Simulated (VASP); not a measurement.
# Pb in VASP: further runs

Aim: see how the results for Pb move with the level of theory and the settings. Levels: revPBE+D3(BJ), PBEsol. Tasks: single point.

All numbers are computed with VASP 6.6.1; they aren't measurements. Logs are shortened: lines on timing, memory, paths and dates and some standing lists are left out, and cuts for length are marked.

## (1) The cell of the first run

Symmetry: Fm-3m, No. 225, cubic system. The conventional cell has a = 4.950 Å, b = 4.950 Å, c = 4.950 Å, α = 90.00°, β = 90.00°, γ = 90.00°. Pb (site symmetry m-3m) has 12 Pb at 3.50 Å within 4.6 Å.

## (2) Single point, revPBE+D3(BJ), non-collinear spin, zero start, spin-orbit coupling

INCAR

```
PREC = Accurate
ENCUT = 520
EDIFF = 1E-7
ISMEAR = 0
SIGMA = 0.05
LREAL = F
LASPH = T
NELM = 150
ALGO = Fast
ISIF = 2
LWAVE = F
LCHARG = F
MAGMOM = 0 0 0
LORBIT = 11
LSORBIT = T
GGA_COMPAT = F
LORBMOM = T
GGA = RE
IVDW = 12
NBANDS = 25
```

KPOINTS

```
Automatic mesh
0
Gamma
  9 9 9
```

POSCAR

```
Pb
1.0
    0.0000000000      2.4750200000      2.4750200000
    2.4750200000      0.0000000000      2.4750200000
    2.4750200000      2.4750200000      0.0000000000
Pb
1
Direct
    0.0000000000      0.0000000000      0.0000000000
```

Potentials or basis: VASP PAW PBE potentials, release 64 (Pb_d).

Launch:

```bash
$ cat potpaw_PBE.64/Pb_d/POTCAR > POTCAR
$ mpirun -np 1 vasp_ncl > vasp.out
```

OUTCAR:

```text
PREC = Accurate
   ENCUT = 520
   EDIFF = 1E-7
   ISMEAR = 0
   LREAL = F
   LASPH = T
   NELM = 150
   ISIF = 2
   LORBIT = 11
   LSORBIT = T
   GGA = RE
   IVDW = 12
 IVDW          = 12

 ion  position               nearest neighbor table
   1  0.000  0.000  0.000-

  LATTYP: Found a face centered cubic cell.
 ALAT       =     4.9500400000

  Lattice vectors:

 A1 = (   0.0000000000,   2.4750200000,   2.4750200000)
 A2 = (   2.4750200000,   0.0000000000,   2.4750200000)
 A3 = (   2.4750200000,   2.4750200000,   0.0000000000)

Analysis of symmetry for initial positions (statically):
[... 5 lines left out ...]
 face centered cubic supercell.

 Subroutine GETGRP returns: Found 48 space group operations
 (whereof 48 operations were pure point group operations)
 out of a pool of 48 trial point group operations.

The static configuration has the point symmetry O_h .

Analysis of symmetry for dynamics (positions and initial velocities):
[... 5 lines left out ...]
 face centered cubic supercell.

 Subroutine GETGRP returns: Found 48 space group operations
 (whereof 48 operations were pure point group operations)
 out of a pool of 48 trial point group operations.

The dynamic configuration has the point symmetry O_h .

Analysis of structural, dynamic, and magnetic symmetry:
=====================================================================
 Subroutine PRICEL returns:
 Original cell was already a primitive cell.

 Routine SETGRP: Setting up the symmetry group for a
 face centered cubic supercell.

 Subroutine GETGRP returns: Found 48 space group operations
 (whereof 48 operations were pure point group operations)
 out of a pool of 48 trial point group operations.

The overall configuration has the point symmetry O_h .

 Subroutine INISYM returns: Found 48 space group operations
 (whereof 48 operations are pure point group operations),
 and found     1 'primitive' translations

----------------------------------------------------------------------------------------

                                     Primitive cell

  volume of cell :      30.3226

  direct lattice vectors                    reciprocal lattice vectors
     0.000000000  2.475020000  2.475020000    -0.202018570  0.202018570  0.202018570
     2.475020000  0.000000000  2.475020000     0.202018570 -0.202018570  0.202018570
     2.475020000  2.475020000  0.000000000     0.202018570  0.202018570 -0.202018570

  length of vectors
     3.500206851  3.500206851  3.500206851     0.349906427  0.349906427  0.349906427

  position of ions in fractional coordinates (direct lattice)
     0.000000000  0.000000000  0.000000000

  ion indices of the primitive-cell ions
   primitive index   ion index
[... 139 lines left out ...]
      3     -11.1555      1.00000
      4     -11.1555      1.00000
      5      -8.6736      1.00000
      6      -8.6736      1.00000
[... 661 lines left out ...]
     24      25.6837      0.00000
     25      26.6057      0.00000

 [... further k-points ...]

------------------------ aborting loop because EDIFF is reached ----------------------------------------

 Edisp (eV)   -0.73481

 E8    (eV) :    -0.5474

  FORCE on cell =-STRESS in cart. coord.  units (eV):
  Direction    XX          YY          ZZ          XY          YZ          ZX
  --------------------------------------------------------------------------------------
  -------------------------------------------------------------------------------------
  Total      -0.09921    -0.09921    -0.09921     0.00000     0.00000    -0.00000
  in kB      -5.24192    -5.24192    -5.24192     0.00000     0.00000    -0.00000
  external pressure =       -5.24 kB  Pullay stress =        0.00 kB

 VOLUME and BASIS-vectors are now :
 -----------------------------------------------------------------------------
  energy-cutoff  :      520.00
  volume of cell :       30.32
      direct lattice vectors                 reciprocal lattice vectors
     0.000000000  2.475020000  2.475020000    -0.202018570  0.202018570  0.202018570
     2.475020000  0.000000000  2.475020000     0.202018570 -0.202018570  0.202018570
     2.475020000  2.475020000  0.000000000     0.202018570  0.202018570 -0.202018570

 POSITION                                       TOTAL-FORCE (eV/Angst)
 -----------------------------------------------------------------------------------
      0.00000      0.00000      0.00000         0.000000      0.000000      0.000000
 -----------------------------------------------------------------------------------
    total drift:                               -0.000000     -0.000000     -0.000000

  FREE ENERGIE OF THE ION-ELECTRON SYSTEM (eV)
  ---------------------------------------------------
  free  energy   TOTEN  =        -4.5045311629 eV

  energy  without entropy=       -4.5038633836  energy(sigma->0) =       -4.50419727

 orbital moment (x)

 # of ion     p       d       tot
 ----------------------------------------
  1         0.000  -0.000  -0.000
 ----------------------------------------
            0.000  -0.000  -0.000

 orbital moment (y)

 # of ion     p       d       tot
 ----------------------------------------
  1         0.000  -0.000  -0.000
 ----------------------------------------
            0.000  -0.000  -0.000

 orbital moment (z)

 # of ion     p       d       tot
 ----------------------------------------
  1         0.000   0.000   0.000
 ----------------------------------------
            0.000   0.000   0.000

 Spin-Orbit-Coupling matrix elements

 Ion:    1  E_soc:     -1.1253865
 l=   1
     0.0000000    -0.1201602    -0.1201602
    -0.1201602     0.0000000    -0.1201602
    -0.1201602    -0.1201602     0.0000000
 l=   2
     0.0000000    -0.0135708     0.0000000    -0.0135708    -0.0538334
    -0.0135708     0.0000000    -0.0403751    -0.0135708    -0.0134584
     0.0000000    -0.0403751     0.0000000    -0.0403751     0.0000000
    -0.0135708    -0.0135708    -0.0403751     0.0000000    -0.0134584
    -0.0538334    -0.0134584     0.0000000    -0.0134584     0.0000000
 l=   3
     0.0000000     0.0000000     0.0000000     0.0000000     0.0000000     0.0000000     0.0000000
     0.0000000     0.0000000     0.0000000     0.0000000     0.0000000     0.0000000     0.0000000
     0.0000000     0.0000000     0.0000000     0.0000000     0.0000000     0.0000000     0.0000000
     0.0000000     0.0000000     0.0000000     0.0000000     0.0000000     0.0000000     0.0000000
     0.0000000     0.0000000     0.0000000     0.0000000     0.0000000     0.0000000     0.0000000
     0.0000000     0.0000000     0.0000000     0.0000000     0.0000000     0.0000000     0.0000000
     0.0000000     0.0000000     0.0000000     0.0000000     0.0000000     0.0000000     0.0000000

 total charge

# of ion       s       p       d       tot
------------------------------------------
    1        1.401   0.761   9.813  11.975

 magnetization (x)

# of ion       s       p       d       tot
------------------------------------------
    1        0.000   0.000   0.000   0.000

 magnetization (y)

# of ion       s       p       d       tot
------------------------------------------
    1       -0.000   0.000  -0.000  -0.000

 magnetization (z)

# of ion       s       p       d       tot
------------------------------------------
    1        0.000   0.000   0.000   0.000
```

OSZICAR:

```text
N       E                     dE             d eps       ncg     rms          rms(c)
DAV:   1     0.148435565880E+03    0.14844E+03   -0.67337E+03  1774   0.135E+03
DAV:   2     0.766679850482E+01   -0.14077E+03   -0.13544E+03  1790   0.365E+02
DAV:   3    -0.337357010802E+01   -0.11040E+02   -0.10934E+02  2125   0.122E+02
DAV:   4    -0.375703894618E+01   -0.38347E+00   -0.38322E+00  2292   0.245E+01
DAV:   5    -0.377651589881E+01   -0.19477E-01   -0.19476E-01  2636   0.496E+00    0.485E-01
RMM:   6    -0.377133174076E+01    0.51842E-02   -0.64895E-03  2128   0.121E+00    0.246E-01
RMM:   7    -0.376969478431E+01    0.16370E-02   -0.42235E-03  2231   0.743E-01    0.210E-01
RMM:   8    -0.376971613038E+01   -0.21346E-04   -0.12713E-03  2686   0.394E-01    0.353E-02
RMM:   9    -0.376971686322E+01   -0.73284E-06   -0.21736E-04  2515   0.209E-01    0.605E-03
RMM:  10    -0.376972439288E+01   -0.75297E-05   -0.65077E-05  2845   0.847E-02    0.498E-03
RMM:  11    -0.376972265257E+01    0.17403E-05   -0.10191E-05  2917   0.356E-02    0.190E-03
RMM:  12    -0.376972093533E+01    0.17172E-05   -0.20140E-06  2721   0.139E-02    0.857E-04
RMM:  13    -0.376972124212E+01   -0.30679E-06   -0.37171E-07  2276   0.596E-03    0.393E-04
RMM:  14    -0.376972120559E+01    0.36525E-07   -0.87928E-08  1436   0.450E-03
   1 F= -.45045312E+01 E0= -.45041973E+01  d E =-.667779E-03  mag=     0.0000     0.0000     0.0000
```

stdout:

```text
POSCAR found type information on POSCAR Pb
 POSCAR found :  1 types and       1 ions
 scaLAPACK will be used
 -----------------------------------------------------------------------------
|                                                                             |
|                                                                             |
|     You enforced a specific xc type in the INCAR file but a different       |
|     I HOPE YOU KNOW WHAT YOU ARE DOING!                                     |
|                                                                             |
 -----------------------------------------------------------------------------

 LDA part: xc-table for (Slater+PW92), standard interpolation
 POSCAR, INCAR and KPOINTS ok, starting setup
 FFT: planning ... GRIDC
 FFT: planning ... GRID_SOFT
 FFT: planning ... GRID
 WAVECAR not read
 entering main loop
```

Run time: 79 s. Hardware: 1 thread of Intel Xeon Platinum 8259CL at 2.50GHz (Skylake/Cascade Lake), shared host; peak memory 0.26 GiB.

Results:

| Property | Result |
| --- | --- |
| Free energy | -4.5045 eV |
| Pressure | -0.5 GPa |
| Net moment | 0.00 μB per cell |
| Valence electrons inside the program's atomic spheres | Pb 11.97 |
| Dispersion energy per atom | -0.735 eV |

Moments on the atoms (μB; x, y, z):
```
Pb  0.00 0.00 0.00
```

Caveat: the PAW data sets were made with another functional, which shifts forces and pressure a little.

## (3) Single point, PBEsol

INCAR

```
  PREC = Accurate
  ENCUT = 520
  EDIFF = 1E-6
  ISMEAR = -1
  SIGMA = 0.05
  LREAL = F
  LASPH = T
  NELM = 80
  ALGO = Normal
  ISIF = 2
  LWAVE = F
  LCHARG = T
  GGA = PS
  LELF = T
  LVHAR = T
  NBANDS = 13
```

KPOINTS

```
regular mesh
0
Gamma
  8 8 8
```

POSCAR

```
Pb
1.0
   -0.0123751000      2.4750200000      2.4750200000
    2.4750200000     -0.0123751000      2.4750200000
    2.4626449000      2.4626449000      0.0000000000
Pb
1
Direct
    0.0000000000      0.0000000000      0.0000000000
```

Potentials or basis: VASP PAW PBE potentials, release 64 (Pb_d).

Launch:

```bash
$ cat potpaw_PBE.64/Pb_d/POTCAR > POTCAR
$ mpirun -np 1 vasp_std > vasp.out
```

Run time: 21 s. Hardware: 1 thread of Intel Xeon Platinum 8375C at 2.90GHz (Ice Lake), shared host; peak memory 0.17 GiB.

The run converged. Its results:

```
Free energy            : -4.0144 eV
Pressure               : -0.4 GPa
Band gap on the k mesh : zero (band 7 reaches 14.40 eV, above the bottom of band 8 at 5.72 eV)
```

Stress tensor (GPa, compression positive):
```
-0.36  0.28  0.00
 0.28 -0.36  0.00
 0.00  0.00 -0.38
```

Levels at points of the mesh, in eV from the Fermi level:
| k point | band 5 | band 6 | band 7 | band 8 | band 9 | band 10 |
| --- | --- | --- | --- | --- | --- | --- |
| (0.00, 0.00, 0.00) | -16.80 | -11.72 | 7.35 | 7.45 | 7.57 | 9.81 |
| (0.50, 0.00, 0.00) | -16.66 | -8.13 | -4.19 | 5.65 | 5.70 | 9.30 |
| (0.50, 0.50, 0.00) | -16.62 | -6.68 | -3.24 | 1.97 | 2.20 | 5.40 |
| (0.00, 0.00, 0.50) | -16.66 | -8.05 | -4.17 | 5.54 | 5.59 | 9.24 |
| (0.50, 0.00, 0.50) | -16.62 | -6.68 | -3.24 | 2.08 | 2.08 | 5.41 |

Caveat: the PAW data sets were made with another functional, which shifts forces and pressure a little; spin-orbit coupling is left out, which moves the levels of the heavy elements.
